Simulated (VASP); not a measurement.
# GaO (P-6m2) in VASP: notebook

Runs on GaO. Level: PBE. Tasks: single point, relaxation of cell and atoms.

Everything below comes from runs of VASP 6.6.1. Logs are shortened: lines on timing, memory, paths and dates and some standing lists are left out, and cuts for length are marked.

### 1 The cell of the first run

Symmetry: P-6m2, No. 187, hexagonal system. Conventional cell: a = 3.042 Å, b = 3.042 Å, c = 2.959 Å, α = 90.00°, β = 90.00°, γ = 120.00°. Ga (site symmetry -6m2) has 6 O at 2.30 Å and 8 Ga at 2.96 to 3.04 Å within 3.1 Å. Within 3.1 Å of O (site symmetry -6m2) lie 6 Ga at 2.30 Å and 8 O at 2.96 to 3.04 Å.

The cell was generated, and may not be a known phase.

### 2 Single point, PBE

INCAR

```
SYSTEM = GaO
PREC = Accurate
ENCUT = 520
EDIFF = 1E-6
ISMEAR = 0
SIGMA = 0.1
LREAL = .FALSE.
LASPH = .TRUE.
NELM = 100
ALGO = Normal
ISIF = 2
LWAVE = .FALSE.
LCHARG = .TRUE.
GGA = PE
LELF = .TRUE.
LVHAR = .TRUE.
NBANDS = 16
```

KPOINTS

```
Automatic mesh
0
G
  6 6 6
  0 0 0
```

POSCAR

```
GaO
1.0
    3.0421853998      0.0000000000      0.0000000000
   -1.5210926999      2.6346098393      0.0000000000
    0.0000000000      0.0000000000      2.9586779571
Ga O
1 1
Direct
    0.0000000000      0.0000000000      0.0000000000
    0.6666666667      0.3333333333      0.5000000000
```

Potentials or basis: VASP PAW PBE potentials, release 64 (Ga_d, O).

Started as:

```
$ cat potpaw_PBE.64/Ga_d/POTCAR potpaw_PBE.64/O/POTCAR > POTCAR
$ mpirun -np 1 vasp_std > vasp.out
```

OUTCAR:

```text
SYSTEM = GaO
   PREC = Accurate
   ENCUT = 520
   EDIFF = 1E-6
   ISMEAR = 0
   LREAL = .FALSE.
   LASPH = .TRUE.
   NELM = 100
   ISIF = 2
   GGA = PE

 ion  position               nearest neighbor table
   1  0.000  0.000  0.000-   2 2.30   2 2.30   2 2.30   2 2.30   2 2.30   2 2.30
   2  0.667  0.333  0.500-   1 2.30   1 2.30   1 2.30   1 2.30   1 2.30   1 2.30

  LATTYP: Found a hexagonal cell.
 ALAT       =     3.0421853998
 C/A-ratio  =     0.9725501796

  Lattice vectors:

 A1 = (   3.0421853998,   0.0000000000,   0.0000000000)
 A2 = (  -1.5210926999,   2.6346098393,   0.0000000000)
 A3 = (   0.0000000000,   0.0000000000,   2.9586779571)

Analysis of symmetry for initial positions (statically):
=====================================================================
 Subroutine PRICEL returns:
 Original cell was already a primitive cell.

 Routine SETGRP: Setting up the symmetry group for a
 hexagonal supercell.

 Subroutine GETGRP returns: Found 12 space group operations
 (whereof 12 operations were pure point group operations)
 out of a pool of 24 trial point group operations.

The static configuration has the point symmetry D_3h.

Analysis of symmetry for dynamics (positions and initial velocities):
=====================================================================
 Subroutine PRICEL returns:
 Original cell was already a primitive cell.

 Routine SETGRP: Setting up the symmetry group for a
 hexagonal supercell.

 Subroutine GETGRP returns: Found 12 space group operations
 (whereof 12 operations were pure point group operations)
 out of a pool of 24 trial point group operations.

The dynamic configuration has the point symmetry D_3h.

 Subroutine INISYM returns: Found 12 space group operations
 (whereof 12 operations are pure point group operations),
 and found     1 'primitive' translations

----------------------------------------------------------------------------------------

                                     Primitive cell

  volume of cell :      23.7137

  direct lattice vectors                    reciprocal lattice vectors
     3.042185400  0.000000000  0.000000000     0.328711064  0.189781421  0.000000000
    -1.521092700  2.634609839  0.000000000     0.000000000  0.379562843  0.000000000
     0.000000000  0.000000000  2.958677957     0.000000000  0.000000000  0.337988796

  length of vectors
     3.042185400  3.042185400  2.958677957     0.379562843  0.379562843  0.337988796
[... 80 lines left out ...]
   NELM   =    100;   NELMIN=  2; NELMDL= -5     # of ELM steps
   EDIFF  = 0.1E-05   stopping-criterion for ELM
   LREAL  =      F    real-space projection
   EDIFFG = 0.1E-04   stopping-criterion for IOM
   NSW    =      0    number of steps for IOM
   IBRION =     -1    ionic relax: 0-MD 1-quasi-New 2-CG
   NFREE  =      0    steps in history (QN), initial steepest desc. (CG)
   ISIF   =      2    stress and relaxation
   ISYM   =      2    0-nonsym 1-usesym 2-fastsym
   POTIM  = 0.5000    time-step for ionic-motion
   TEBEG  =    0.0;   TEEND  =   0.0 temperature during run
   PSTRESS=    0.0 pullay stress
   NELECT =      19.0000    total number of electrons
   NUPDOWN=      -1.0000    fix difference up-down
   EMIN   =  10.00;   EMAX   =-10.00  energy-range for DOS
   EFERMI =   0.00;   METHOD = LEGACY
   ISMEAR =     0;   SIGMA  =   0.10  broadening in eV -4-tet -1-fermi 0-gaus
   EFERMI_NEDOS =   21; number of points for ismear=-14 and -15
   IALGO  =     38    algorithm
   IMIX   =      4    mixing-type and parameters
     AMIX     =   0.40;   BMIX     =  1.00
     AMIX_MAG =   1.60;   BMIX_MAG =  1.00
  volume/ion in A,a.u.               =      11.86        80.01
  Fermi-wavevector in a.u.,A,eV,Ry     =   1.520522  2.873371 31.456509  2.311988
  Thomas-Fermi vector in A             =   2.629361
   LORBIT       =      0    0 simple, 1 ext, 2 COOP (PROOUT), +10 PAW based schemes
   GGA     = PE    functional components
   LHFCALC =     F    Hartree Fock is set to
   AEXX    =    0.0000 exact exchange contribution
   IVDW    =     0    specifies the selected vdW correction
   LEPSILON=     F    determine dielectric tensor
   LRPA    =     F    only Hartree local field effects (RPA)
 non-spin polarized calculation
 Gauss-broadening in eV      SIGMA  =   0.10
  energy-cutoff  :      520.00
  volume of cell :       23.71
 maximum number of plane-waves:       660
 NGX is ok and might be reduce to    24
   NGX = 11   NGY = 11   NGZ = 11

 number of electron      18.9999989 magnetization

 Free energy of the ion-electron system (eV)
  ---------------------------------------------------
  ext. energy  EPLUGINS =         0.00000000
  ---------------------------------------------------
  free energy    TOTEN  =        -9.26684241 eV

  energy without entropy =       -9.26039900  energy(sigma->0) =       -9.26362070

 E-fermi :   6.3869     XC(G=0): -11.7240

 val. band max:        6.3597316992   @ k =   0.3333   0.3333   0.3333
 cond. band min:       6.4432449277   @ k =   0.3333   0.0000   0.1667
 fundamental gap:      0.0835132285
 Fermi energy:         6.3869490674

 k-point     1 :       0.0000    0.0000    0.0000
  band No.  band energies     occupation
      1     -13.7452      2.00000
      2      -8.9588      2.00000
      3      -8.8586      2.00000
      4      -8.8586      2.00000
      5      -8.6629      2.00000
      6      -8.6629      2.00000
[... 433 lines left out ...]
      3      -8.8083      2.00000
      4      -8.6887      2.00000
      5      -8.6408      2.00000
      6      -8.5537      2.00000
[... 8 lines left out ...]
     15      21.5940      0.00000
     16      25.5607      0.00000

 [... further k-points ...]

------------------------ aborting loop because EDIFF is reached ----------------------------------------

  FORCE on cell =-STRESS in cart. coord.  units (eV):
  Direction    XX          YY          ZZ          XY          YZ          ZX
  --------------------------------------------------------------------------------------
  -------------------------------------------------------------------------------------
  Total        0.0116520      0.0116520      0.0640529      0.0000000      0.0000000      0.0000000
  in kB        0.7872445      0.7872445      4.3276248      0.0000000      0.0000000      0.0000000
  external PRESSURE =       1.9673712 kB  Pullay stress =       0.0000000 kB

 VOLUME and BASIS-vectors are now :
 -----------------------------------------------------------------------------
  energy-cutoff  :      520.00
  volume of cell :       23.71
      direct lattice vectors                 reciprocal lattice vectors
     3.042185400  0.000000000  0.000000000     0.328711064  0.189781421  0.000000000
    -1.521092700  2.634609839  0.000000000     0.000000000  0.379562843  0.000000000
     0.000000000  0.000000000  2.958677957     0.000000000  0.000000000  0.337988796

 POSITION                                       TOTAL-FORCE (eV/Angst)
 -----------------------------------------------------------------------------------
      0.00000      0.00000      0.00000        -0.000000     -0.000000      0.000000
      1.52109      0.87820      1.47934         0.000000      0.000000      0.000000
 -----------------------------------------------------------------------------------
    total drift:                               -0.000001      0.000000      0.000000

  FREE ENERGIE OF THE ION-ELECTRON SYSTEM (eV)
  ---------------------------------------------------
  free  energy   TOTEN  =        -9.2668424087 eV

  energy  without entropy=       -9.2603989953  energy(sigma->0) =       -9.26362070
```

OSZICAR:

```text
N       E                     dE             d eps       ncg     rms          rms(c)
DAV:   1     0.100168538847E+03    0.10017E+03   -0.97138E+03   984   0.209E+03
DAV:   2    -0.384322473887E+01   -0.10401E+03   -0.97979E+02   992   0.352E+02
DAV:   3    -0.105552568815E+02   -0.67120E+01   -0.66876E+01  1032   0.761E+01
DAV:   4    -0.106218934193E+02   -0.66637E-01   -0.66629E-01  1088   0.815E+00
DAV:   5    -0.106228360877E+02   -0.94267E-03   -0.94266E-03  1072   0.886E-01    0.693E+00
DAV:   6    -0.942763527395E+01    0.11952E+01   -0.52634E+00  1232   0.288E+01    0.346E+00
DAV:   7    -0.928297215475E+01    0.14466E+00   -0.53682E-01  1104   0.841E+00    0.117E+00
DAV:   8    -0.927328423113E+01    0.96879E-02   -0.12275E-01  1000   0.306E+00    0.706E-01
DAV:   9    -0.926670398506E+01    0.65802E-02   -0.14591E-02   952   0.917E-01    0.630E-02
DAV:  10    -0.926687198280E+01   -0.16800E-03   -0.46898E-04  1072   0.180E-01    0.558E-02
DAV:  11    -0.926684248357E+01    0.29499E-04   -0.77038E-05   976   0.668E-02    0.658E-03
DAV:  12    -0.926684240866E+01    0.74904E-07   -0.12687E-06  1000   0.144E-02
   1 F= -.92668424E+01 E0= -.92636207E+01  d E =-.644341E-02
```

Wall time 14 s (1 thread of Intel Xeon 8259CL, shared host); peak memory 0.14 GiB.

What came out:

- Free energy: -9.2668 eV
- Pressure: 0.2 GPa
- Band gap on the k mesh: zero (an odd number of electrons rules out a gap without spin polarisation)

Levels at points of the mesh, in eV from the Fermi level:
```tsv
k point	band 8	band 9	band 10	band 11	band 12	band 13
(0.00, 0.00, 0.00)	-4.33	-3.31	-3.31	9.28	9.28	9.57
(0.50, 0.00, 0.00)	-4.31	-3.37	-0.20	2.76	9.33	9.42
(0.00, 0.00, 0.50)	-2.95	-2.95	1.72	2.11	11.14	11.14
(0.50, 0.00, 0.50)	-6.35	-3.35	-2.19	4.54	5.63	7.07
```

Caveat: the k points lie up to 0.40 Å⁻¹ apart, too coarse for converged energies and pressures of a metal; an odd number of electrons without spin polarisation forces a metal; a magnetic or distorted state may lie lower.

### 3 Single point, PBE, collinear spin, ferromagnetic start

This run uses another cell than the first one, of 11.92 Å³/atom.

INCAR

```
ALGO     = Normal         # electronic algorithm
EDIFF    = 1E-7           # SCF threshold, eV
ENCUT    = 520            # plane-wave cutoff, eV
GGA      = PE             # functional
ISIF     = 2              # what is computed and relaxed
ISMEAR   = 0              # smearing method
ISPIN    = 2              # spin polarisation
LASPH    = T              # aspherical terms in the spheres
LCHARG   = T              # write CHGCAR
LELF     = T              # ELF
LORBIT   = 11             # projections on sites
LREAL    = F              # projectors in reciprocal space
LVHAR    = T            
LWAVE    = F              # write WAVECAR
MAGMOM   = 0 1            # initial moments
NBANDS   = 20             # bands
NELM     = 150            # most SCF steps
PREC     = Accurate       # precision mode
SIGMA    = 0.1            # smearing width, eV
```

KPOINTS

```
k-points
0
Gamma
  6 6 4
```

POSCAR

```
GaO
1.0
    3.0813587442     -0.0000000033      0.0000000000
   -1.5406793693      2.6685349523      0.0000000000
    0.0000000000      0.0000000000      2.9003885166
Ga O
1 1
Direct
    0.0000000000      0.0000000000      0.0000000000
    0.6666666667      0.3333333333      0.5000000000
```

Potentials or basis: VASP PAW PBE potentials, release 64 (Ga_d, O).

Started as:

```
$ cat potpaw_PBE.64/Ga_d/POTCAR potpaw_PBE.64/O/POTCAR > POTCAR
$ mpirun -np 1 vasp_std > vasp.out
```

It took 30 s on 1 thread of Intel Xeon 8259CL, shared host; peak memory 0.15 GiB.

The run converged. Its results:

| Property | Result |
| --- | --- |
| Free energy | -9.2791 eV |
| Pressure | 0.3 GPa |
| Net moment | 0.00 μB per cell |
| Valence electrons inside the program's atomic spheres | Ga 11.40; O 4.90 |

Stress tensor (GPa, compression positive):
```
0.29 0.00 0.00
0.00 0.29 0.00
0.00 0.00 0.40
```

Levels at points of the mesh, in eV from the Fermi level:
Spin up:
| k point | band 8 | band 9 | band 10 | band 11 | band 12 | band 13 |
| --- | --- | --- | --- | --- | --- | --- |
| (0.00, 0.00, 0.00) | -4.37 | -3.80 | -3.80 | 8.39 | 8.39 | 9.32 |
| (0.50, 0.00, 0.00) | -4.81 | -3.51 | -0.62 | 2.50 | 8.81 | 9.12 |
| (0.00, 0.00, 0.50) | -3.38 | -3.38 | 1.43 | 1.47 | 10.43 | 10.43 |
| (0.50, 0.00, 0.50) | -6.72 | -3.76 | -2.48 | 4.31 | 4.88 | 6.56 |
Spin down:
```
           k point  band 7  band 8  band 9  band 10  band 11  band 12  band 13  band 14
(0.00, 0.00, 0.00)   -5.41   -4.37   -3.80    -3.80     8.39     8.39     9.32    10.87
(0.50, 0.00, 0.00)   -9.02   -4.81   -3.50    -0.62     2.50     8.82     9.12     9.75
(0.00, 0.00, 0.50)   -9.95   -3.38   -3.38     1.44     1.48    10.44    10.44    15.33
(0.50, 0.00, 0.50)   -7.17   -6.71   -3.76    -2.48     4.31     4.89     6.56    10.03
```

Caveat: the k points lie up to 0.54 Å⁻¹ apart.

### 4 Single point, PBE, collinear spin, ferromagnetic start

This run uses another cell than the first one, of 13.30 Å³/atom.

INCAR

```
SYSTEM = GaO
PREC = Accurate
ENCUT = 520
EDIFF = 1E-7
ISMEAR = 0
SIGMA = 0.1
LREAL = .False.
LASPH = .True.
NELM = 150
ALGO = Normal
ISIF = 2
LWAVE = .False.
LCHARG = .False.
ISPIN = 2
MAGMOM = 0 1
LORBIT = 11
GGA = PE
NBANDS = 20
```

KPOINTS

```
Automatic mesh
0
Gamma
  6 6 4
  0 0 0
```

POSCAR

```
GaO
1.0
    2.7361289700      0.0000000000      0.0000000000
   -1.3680644800      2.3695571900      0.0000000000
    0.0000000000      0.0000000000      4.1023154000
Ga O
1 1
Direct
    0.0000000000      0.0000000000      0.0000000000
    0.6666666700      0.3333333300      0.5000000000
```

Started as:

```
$ cat potpaw_PBE.64/Ga_d/POTCAR potpaw_PBE.64/O/POTCAR > POTCAR
$ mpirun -np 1 vasp_std > vasp.out
```

Run time: 56 s. Hardware: 1 thread of Intel Xeon 8259CL, shared host; peak memory 0.16 GiB.

Results (log left out):

* Free energy: -7.2644 eV
* Pressure: -9.5 GPa
* Net moment: 0.00 μB per cell
* Valence electrons inside the program's atomic spheres: Ga 11.40; O 4.74

Stress tensor (GPa, compression positive):
```
  3.52   0.00   0.00
  0.00   3.52   0.00
  0.00   0.00 -35.55
```

Levels at points of the mesh, in eV from the Fermi level:
Spin up:
```tsv
k point	band 7	band 8	band 9	band 10	band 11	band 12
(0.00, 0.00, 0.00)	-7.30	-4.10	0.49	0.49	7.09	11.93
(0.50, 0.00, 0.00)	-4.56	-1.84	-1.08	-0.29	0.92	6.75
(0.00, 0.00, 0.50)	-9.33	0.33	0.51	0.51	3.09	15.77
(0.50, 0.00, 0.50)	-4.09	-3.46	-1.70	-0.16	2.31	8.43
```
Spin down:
| k point | band 6 | band 7 | band 8 | band 9 | band 10 | band 11 | band 12 | band 13 |
| --- | --- | --- | --- | --- | --- | --- | --- | --- |
| (0.00, 0.00, 0.00) | -14.16 | -7.30 | -4.10 | 0.49 | 0.49 | 7.09 | 11.93 | 15.56 |
| (0.50, 0.00, 0.00) | -14.08 | -4.56 | -1.84 | -1.08 | -0.29 | 0.92 | 6.75 | 10.64 |
| (0.00, 0.00, 0.50) | -14.16 | -9.33 | 0.33 | 0.51 | 0.51 | 3.09 | 15.77 | 15.77 |
| (0.50, 0.00, 0.50) | -14.08 | -4.09 | -3.46 | -1.70 | -0.16 | 2.31 | 8.43 | 9.95 |

Caveat: the k points lie up to 0.44 Å⁻¹ apart.

(Continued in part 2 of 2.)

The gap in the log of VASP goes by the Fermi energy; the results here count the filled bands.